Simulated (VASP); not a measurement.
# HfN (I-4m2) in VASP: further runs

Runs on HfN. Level: PBEsol. Tasks: single point.

All numbers are computed with VASP 6.6.1; they aren't measurements. Logs are shortened: lines on timing, memory, paths and dates and some standing lists are left out, and cuts for length are marked.

## Step 1: The cell of the first run

The structure is tetragonal, space group I-4m2 (No. 119). Conventional cell: a = 3.472 Å, b = 3.472 Å, c = 5.278 Å, α = 90.00°, β = 90.00°, γ = 90.00°. Hf (site symmetry -4m2) has 4 N at 2.18 Å within 2.9 Å. N (site symmetry -4m2) has 4 Hf at 2.18 Å within 2.9 Å.

## Step 2: Single point, PBEsol (strain +0.0750 x Voigt [0, 0, 1, 0, 0, 0])

INCAR

```
  PREC = Accurate
  ENCUT = 520
  EDIFF = 1E-6
  ISMEAR = 0
  SIGMA = 0.15
  LREAL = False
  LASPH = True
  NELM = 100
  ALGO = Normal
  ISIF = 2
  LWAVE = False
  LCHARG = True
  GGA = PS
  LELF = True
  LVHAR = True
  NBANDS = 14
```

KPOINTS

```
Automatic mesh
0
Gamma
  16 16 16
```

POSCAR

```
HfN
1.0
    0.0000000000      2.4548220000      2.6389336500
    2.4548220000      0.0000000000      2.6389336500
    2.4548220000      2.4548220000      0.0000000000
Hf N
1 1
Direct
    0.0000000000      0.0000000000      0.0000000000
    0.7500000000      0.7500000000      0.7500000000
```

Potentials or basis: VASP PAW PBE potentials, release 64 (Hf_pv, N).

Run with:

```console
cat potpaw_PBE.64/Hf_pv/POTCAR potpaw_PBE.64/N/POTCAR > POTCAR
mpirun -np 1 vasp_std > vasp.out
```

OUTCAR:

```text
PREC = Accurate
   ENCUT = 520
   EDIFF = 1E-6
   ISMEAR = 0
   LREAL = False
   LASPH = True
   NELM = 100
   ISIF = 2
   GGA = PS

 ion  position               nearest neighbor table
   1  0.000  0.000  0.000-   2 2.18   2 2.18   2 2.18   2 2.18
   2  0.750  0.750  0.750-   1 2.18   1 2.18   1 2.18   1 2.18

  LATTYP: Found a body centered tetragonal cell.
 ALAT       =     3.4716425656
 C/A-ratio  =     1.5202795796

  Lattice vectors:

 A1 = (  -2.4548220000,   0.0000000000,   2.6389336500)
 A2 = (   2.4548220000,   0.0000000000,   2.6389336500)
 A3 = (   0.0000000000,   2.4548220000,  -2.6389336500)

Analysis of symmetry for initial positions (statically):
=====================================================================
 Subroutine PRICEL returns:
 Original cell was already a primitive cell.

 Routine SETGRP: Setting up the symmetry group for a
 body centered tetragonal supercell.

 Subroutine GETGRP returns: Found  8 space group operations
 (whereof  8 operations were pure point group operations)
 out of a pool of 16 trial point group operations.

The static configuration has the point symmetry D_2d.

Analysis of symmetry for dynamics (positions and initial velocities):
=====================================================================
 Subroutine PRICEL returns:
 Original cell was already a primitive cell.

 Routine SETGRP: Setting up the symmetry group for a
 body centered tetragonal supercell.

 Subroutine GETGRP returns: Found  8 space group operations
 (whereof  8 operations were pure point group operations)
 out of a pool of 16 trial point group operations.

The dynamic configuration has the point symmetry D_2d.

 Subroutine INISYM returns: Found  8 space group operations
 (whereof  8 operations are pure point group operations),
 and found     1 'primitive' translations

----------------------------------------------------------------------------------------

                                     Primitive cell

  volume of cell :      31.8052

  direct lattice vectors                    reciprocal lattice vectors
     0.000000000  2.454822000  2.638933650    -0.203680756  0.203680756  0.189470470
     2.454822000  0.000000000  2.638933650     0.203680756 -0.203680756  0.189470470
     2.454822000  2.454822000  0.000000000     0.203680756  0.203680756 -0.189470470

  length of vectors
     3.604181164  3.604181164  3.471642566     0.344776391  0.344776391  0.344776391

  position of ions in fractional coordinates (direct lattice)
     0.000000000  0.000000000  0.000000000
     0.750000000  0.750000000  0.750000000

  ion indices of the primitive-cell ions
   primitive index   ion index
                 1           1
                 2           2

----------------------------------------------------------------------------------------

 KPOINTS: Automatic mesh

Automatic generation of k-mesh.
 Grid dimensions read from file:
 generate k-points for:   16   16   16

 Generating k-lattice:

  Cartesian coordinates                     Fractional coordinates (reciprocal lattice)
    -0.012730047  0.012730047  0.011841904     0.062500000 -0.000000000  0.000000000
     0.012730047 -0.012730047  0.011841904    -0.000000000  0.062500000  0.000000000
     0.012730047  0.012730047 -0.011841904     0.000000000  0.000000000  0.062500000

  Length of vectors
     0.021548524  0.021548524  0.021548524

  Shift w.r.t. Gamma in fractional coordinates (k-lattice)
     0.000000000  0.000000000  0.000000000

 Subroutine IBZKPT returns following result:
 ===========================================

 Found    349 irreducible k-points:

 Following reciprocal coordinates:
            Coordinates               Weight
  0.000000  0.000000  0.000000      1.000000
  0.062500 -0.000000  0.000000      8.000000
  0.125000 -0.000000  0.000000      8.000000
  0.187500  0.000000  0.000000      8.000000
  0.250000 -0.000000  0.000000      8.000000
  0.312500 -0.000000  0.000000      8.000000
[... 16 lines left out ...]
 -0.125000  0.062500  0.000000      8.000000
 -0.062500  0.062500  0.000000      4.000000
 [... further k-points ...]
   k-points           NKPTS =    349   k-points in BZ     NKDIM =    349   number of bands    NBANDS=     14
   number of dos      NEDOS =    301   number of ions     NIONS =      2
   total plane-waves  NPLWV =  21952
   dimension x,y,z NGX =    28 NGY =   28 NGZ =   28
   dimension x,y,z NGXF=    56 NGYF=   56 NGZF=   56
   ions per type =               1   1
   NGX,Y,Z   is equivalent  to a cutoff of  12.92, 12.92, 13.41 a.u.
   NGXF,Y,Z  is equivalent  to a cutoff of  25.83, 25.83, 26.82 a.u.
 SYSTEM =  unknown system
   PREC   = accura    normal or accurate (medium, high low for compatibility)
   ISTART =      0    job   : 0-new  1-cont  2-samecut
   ICHARG =      2    charge: 1-file 2-atom 10-const
   ISPIN  =      1    spin polarized calculation?
   LNONCOLLINEAR =      F non collinear calculations
   LSORBIT =      F    spin-orbit coupling
   LASPH  =      T    aspherical Exc in radial PAW
   ENCUT  =  520.0 eV  38.22 Ry    6.18 a.u.   6.70  6.70  6.45*2*pi/ulx,y,z
   NELM   =    100;   NELMIN=  2; NELMDL= -5     # of ELM steps
   EDIFF  = 0.1E-05   stopping-criterion for ELM
   LREAL  =      F    real-space projection
   EDIFFG = 0.1E-04   stopping-criterion for IOM
   NSW    =      0    number of steps for IOM
   IBRION =     -1    ionic relax: 0-MD 1-quasi-New 2-CG
   NFREE  =      0    steps in history (QN), initial steepest desc. (CG)
   ISIF   =      2    stress and relaxation
   ISYM   =      2    0-nonsym 1-usesym 2-fastsym
   POTIM  = 0.5000    time-step for ionic-motion
   TEBEG  =    0.0;   TEEND  =   0.0 temperature during run
   PSTRESS=    0.0 pullay stress
   NELECT =      15.0000    total number of electrons
   NUPDOWN=      -1.0000    fix difference up-down
   EMIN   =  10.00;   EMAX   =-10.00  energy-range for DOS
   EFERMI =   0.00;   METHOD = LEGACY
   ISMEAR =     0;   SIGMA  =   0.15  broadening in eV -4-tet -1-fermi 0-gaus
   EFERMI_NEDOS =   21; number of points for ismear=-14 and -15
   IALGO  =     38    algorithm
   IMIX   =      4    mixing-type and parameters
     AMIX     =   0.40;   BMIX     =  1.00
     AMIX_MAG =   1.60;   BMIX_MAG =  1.00
  volume/ion in A,a.u.               =      15.90       107.32
  Fermi-wavevector in a.u.,A,eV,Ry     =   1.274302  2.408082 22.093767  1.623846
  Thomas-Fermi vector in A             =   2.407078
   LORBIT       =      0    0 simple, 1 ext, 2 COOP (PROOUT), +10 PAW based schemes
   GGA     = PS    functional components
   LHFCALC =     F    Hartree Fock is set to
   AEXX    =    0.0000 exact exchange contribution
   IVDW    =     0    specifies the selected vdW correction
   LEPSILON=     F    determine dielectric tensor
   LRPA    =     F    only Hartree local field effects (RPA)
 non-spin polarized calculation
 Gauss-broadening in eV      SIGMA  =   0.15
  energy-cutoff  :      520.00
  volume of cell :       31.81
 maximum number of plane-waves:       885
   NGX = 13   NGY = 13   NGZ = 13

 number of electron      14.9999998 magnetization

 Free energy of the ion-electron system (eV)
  ---------------------------------------------------
  ext. energy  EPLUGINS =         0.00000000
  ---------------------------------------------------
  free energy    TOTEN  =       -22.03585803 eV

  energy without entropy =      -22.02757536  energy(sigma->0) =      -22.03171670

 E-fermi :   5.0773     XC(G=0): -11.0595

 val. band max:        5.0709012071   @ k =   0.3750   0.0625   0.2500
 cond. band min:       5.0805065033   @ k =  -0.4375   0.3125   0.2500
 fundamental gap:      0.0096052962
 Fermi energy:         5.0772552946

 k-point     1 :       0.0000    0.0000    0.0000
  band No.  band energies     occupation
      1     -26.2624      2.00000
      2     -26.2624      2.00000
      3     -26.2480      2.00000
      4     -10.6605      2.00000
      5      -0.1659      2.00000
      6       0.0477      2.00000
      7       0.0477      2.00000
      8       4.1284      2.00000
      9       6.6994      0.00000
     10       7.4984      0.00000
     11      10.4292      0.00000
     12      11.4977      0.00000
     13      11.4977      0.00000
     14      17.2666      0.00000

 k-point     2 :       0.0625   -0.0000    0.0000
  band No.  band energies     occupation
      1     -26.2746      2.00000
      2     -26.2637      2.00000
      3     -26.2521      2.00000
      4     -10.6202      2.00000
      5      -0.1972      2.00000
      6       0.0010      2.00000
      7       0.0760      2.00000
      8       4.3413      2.00000
      9       6.6606      0.00000
     10       7.4216      0.00000
     11      10.4660      0.00000
     12      11.4444      0.00000
     13      11.5613      0.00000
     14      16.8876      0.00000

 k-point     3 :       0.1250   -0.0000    0.0000
  band No.  band energies     occupation
      1     -26.3128      2.00000
      2     -26.2672      2.00000
      3     -26.2598      2.00000
      4     -10.5067      2.00000
      5      -0.3724      2.00000
      6       0.0113      2.00000
      7       0.1554      2.00000
      8       4.8841      1.93138
      9       6.5889      0.00000
     10       7.2409      0.00000
     11      10.4600      0.00000
     12      11.3794      0.00000
     13      11.6767      0.00000
     14      15.6856      0.00000
[... 324 lines left out ...]
 k-point    23 :      -0.1250    0.0625    0.0000
  band No.  band energies     occupation
      1     -26.3469      2.00000
      2     -26.2665      2.00000
      3     -26.2663      2.00000
      4     -10.4221      2.00000
      5      -0.5080      2.00000
      6       0.0472      2.00000
      7       0.1973      2.00000
      8       5.2585      0.08746
      9       6.8618      0.00000
     10       6.9225      0.00000
     11      10.4986      0.00000
     12      11.1321      0.00000
     13      11.8513      0.00000
     14      15.0825      0.00000

 k-point    24 :      -0.0625    0.0625    0.0000
  band No.  band energies     occupation
      1     -26.3009      2.00000
      2     -26.2638      2.00000
      3     -26.2559      2.00000
      4     -10.5541      2.00000
      5      -0.2637      2.00000
      6      -0.0488      2.00000
      7       0.1119      2.00000
      8       4.6780      1.99983
      9       6.7829      0.00000
     10       7.1857      0.00000
     11      10.4997      0.00000
     12      11.2824      0.00000
     13      11.7225      0.00000
     14      16.2646      0.00000

 [... further k-points ...]
[... 5 lines left out ...]
  --------------------------------------------------------------------------------------
  -------------------------------------------------------------------------------------
  Total       -2.6948098     -2.6948098     -5.0365661      0.0000000      0.0000000     -0.0000000
  in kB     -135.7501172   -135.7501172   -253.7152915      0.0000000      0.0000000     -0.0000000
  external PRESSURE =    -175.0718420 kB  Pullay stress =       0.0000000 kB

 VOLUME and BASIS-vectors are now :
 -----------------------------------------------------------------------------
  energy-cutoff  :      520.00
  volume of cell :       31.81
      direct lattice vectors                 reciprocal lattice vectors
     0.000000000  2.454822000  2.638933650    -0.203680756  0.203680756  0.189470470
     2.454822000  0.000000000  2.638933650     0.203680756 -0.203680756  0.189470470
     2.454822000  2.454822000  0.000000000     0.203680756  0.203680756 -0.189470470

 POSITION                                       TOTAL-FORCE (eV/Angst)
 -----------------------------------------------------------------------------------
      0.00000      0.00000      0.00000         0.000000      0.000000     -0.000000
      3.68223      3.68223      3.95840        -0.000000     -0.000000      0.000000
 -----------------------------------------------------------------------------------
    total drift:                               -0.000000     -0.000000      0.000000

  FREE ENERGIE OF THE ION-ELECTRON SYSTEM (eV)
  ---------------------------------------------------
  free  energy   TOTEN  =       -22.0358580339 eV

  energy  without entropy=      -22.0275753622  energy(sigma->0) =      -22.03171670
```

Run time: 2.2 min. Hardware: 1 thread of Intel Xeon Platinum 8259CL at 2.50GHz (Skylake/Cascade Lake), shared host; peak memory 0.29 GiB.

What came out:

| Quantity | Value |
| --- | --- |
| Free energy | -22.0359 eV |
| Pressure | -17.5 GPa |

Caveat: the cell differs from its parent crystal (strain +0.0750 x Voigt [0, 0, 1, 0, 0, 0]); the PAW data sets were made with another functional, which shifts forces and pressure a little; spin-orbit coupling is left out, which moves the levels of the heavy elements.

## Step 3: Single point, PBEsol (strain -0.1500 x Voigt [0, 0, 1, 0, 0, 0])

INCAR

```
ALGO     = Normal         # electronic algorithm
EDIFF    = 1E-6           # SCF threshold, eV
ENCUT    = 520            # plane-wave cutoff, eV
GGA      = PS             # functional
ISIF     = 2              # what is computed and relaxed
ISMEAR   = 0              # smearing method
LASPH    = True           # aspherical terms in the spheres
LCHARG   = False          # write CHGCAR
LREAL    = False          # projectors in reciprocal space
LWAVE    = False          # write WAVECAR
NBANDS   = 14             # bands
NELM     = 100            # most SCF steps
PREC     = Accurate       # precision mode
SIGMA    = 0.15           # smearing width, eV
```

KPOINTS

```
k-points
0
Gamma
  16 16 16
```

POSCAR

```
HfN
1.0
    0.0000000000      2.4548220000      2.0865987000
    2.4548220000      0.0000000000      2.0865987000
    2.4548220000      2.4548220000      0.0000000000
Hf N
1 1
Direct
    0.0000000000      0.0000000000      0.0000000000
    0.7500000000      0.7500000000      0.7500000000
```

Potentials or basis: VASP PAW PBE potentials, release 64 (Hf_pv, N).

Run with:

```console
cat potpaw_PBE.64/Hf_pv/POTCAR potpaw_PBE.64/N/POTCAR > POTCAR
mpirun -np 1 vasp_std > vasp.out
```

OUTCAR:

```text
EDIFF = 1E-6
   ENCUT = 520
   GGA = PS
   ISIF = 2
   ISMEAR = 0
   LASPH = True
   LREAL = False
   NELM = 100
   PREC = Accurate

 ion  position               nearest neighbor table
   1  0.000  0.000  0.000-   2 2.03   2 2.03   2 2.03   2 2.03
   2  0.750  0.750  0.750-   1 2.03   1 2.03   1 2.03   1 2.03

  LATTYP: Found a body centered tetragonal cell.
 ALAT       =     3.4716425656
 C/A-ratio  =     1.2020815280

  Lattice vectors:

 A1 = (   0.0000000000,  -2.4548220000,  -2.0865987000)
 A2 = (   0.0000000000,   2.4548220000,  -2.0865987000)
 A3 = (   2.4548220000,   0.0000000000,   2.0865987000)

Analysis of symmetry for initial positions (statically):
=====================================================================
 Subroutine PRICEL returns:
 Original cell was already a primitive cell.

 Routine SETGRP: Setting up the symmetry group for a
 body centered tetragonal supercell.

 Subroutine GETGRP returns: Found  8 space group operations
 (whereof  8 operations were pure point group operations)
 out of a pool of 16 trial point group operations.

The static configuration has the point symmetry D_2d.

[... 164 lines left out ...]
 fundamental gap:      0.0177940176
 Fermi energy:         7.0509297579

 k-point     1 :       0.0000    0.0000    0.0000
  band No.  band energies     occupation
      1     -23.5909      2.00000
      2     -23.5869      2.00000
      3     -23.5869      2.00000
      4      -9.9663      2.00000
      5       0.7919      2.00000
      6       0.7919      2.00000
      7       1.1495      2.00000
      8       6.5464      2.00000
      9       8.2306      0.00000
     10      10.5443      0.00000
     11      13.4262      0.00000
     12      13.4262      0.00000
     13      16.3462      0.00000
     14      19.9557      0.00000
[... 377 lines left out ...]
      1     -23.6617      2.00000
      2     -23.6134      2.00000
      3     -23.6001      2.00000
      4      -9.7872      2.00000
      5       0.5962      2.00000
      6       0.8493      2.00000
      7       1.2952      2.00000
      8       7.0419      1.06786
      9       8.0029      0.00000
     10      10.1175      0.00000
     11      13.5583      0.00000
     12      13.9109      0.00000
     13      16.2186      0.00000
     14      19.9449      0.00000

 [... further k-points ...]
[... 5 lines left out ...]
  --------------------------------------------------------------------------------------
  -------------------------------------------------------------------------------------
  Total        4.4688929      4.4688929      6.5570741      0.0000000      0.0000000      0.0000000
  in kB      284.7092551    284.7092551    417.7454564      0.0000000      0.0000000      0.0000000
  external PRESSURE =     329.0546555 kB  Pullay stress =       0.0000000 kB

 VOLUME and BASIS-vectors are now :
 -----------------------------------------------------------------------------
  energy-cutoff  :      520.00
  volume of cell :       25.15
      direct lattice vectors                 reciprocal lattice vectors
     0.000000000  2.454822000  2.086598700    -0.203680756  0.203680756  0.239624418
     2.454822000  0.000000000  2.086598700     0.203680756 -0.203680756  0.239624418
     2.454822000  2.454822000  0.000000000     0.203680756  0.203680756 -0.239624418

 POSITION                                       TOTAL-FORCE (eV/Angst)
 -----------------------------------------------------------------------------------
      0.00000      0.00000      0.00000        -0.000000     -0.000000      0.000000
      3.68223      3.68223      3.12990         0.000000      0.000000     -0.000000
 -----------------------------------------------------------------------------------
    total drift:                                0.000001      0.000001     -0.000002

  FREE ENERGIE OF THE ION-ELECTRON SYSTEM (eV)
  ---------------------------------------------------
  free  energy   TOTEN  =       -21.7736658713 eV

  energy  without entropy=      -21.7663494307  energy(sigma->0) =      -21.77000765
```

It took 74 s on 1 thread of Intel Xeon Platinum 8259CL at 2.50GHz (Skylake/Cascade Lake), shared host; peak memory 0.25 GiB.

Results:

* Free energy: -21.7737 eV
* Pressure: 32.9 GPa

Levels at points of the mesh, in eV from the Fermi level:
```
           k point  band 6  band 7  band 8  band 9  band 10  band 11
(0.00, 0.00, 0.00)   -6.26   -5.90   -0.50    1.18     3.49     6.38
(0.50, 0.00, 0.00)   -5.96   -5.11    1.65    3.18     3.32     4.19
(0.50, 0.50, 0.00)   -4.05   -4.05   -0.32    2.64     4.78     5.37
(0.50, 0.00, 0.50)   -4.07   -3.51   -1.62    1.57     5.34     5.54
```

Caveat: the cell differs from its parent crystal (strain -0.1500 x Voigt [0, 0, 1, 0, 0, 0]); the PAW data sets were made with another functional, which shifts forces and pressure a little; spin-orbit coupling is left out, which moves the levels of the heavy elements.

[end of part 1 of 2]
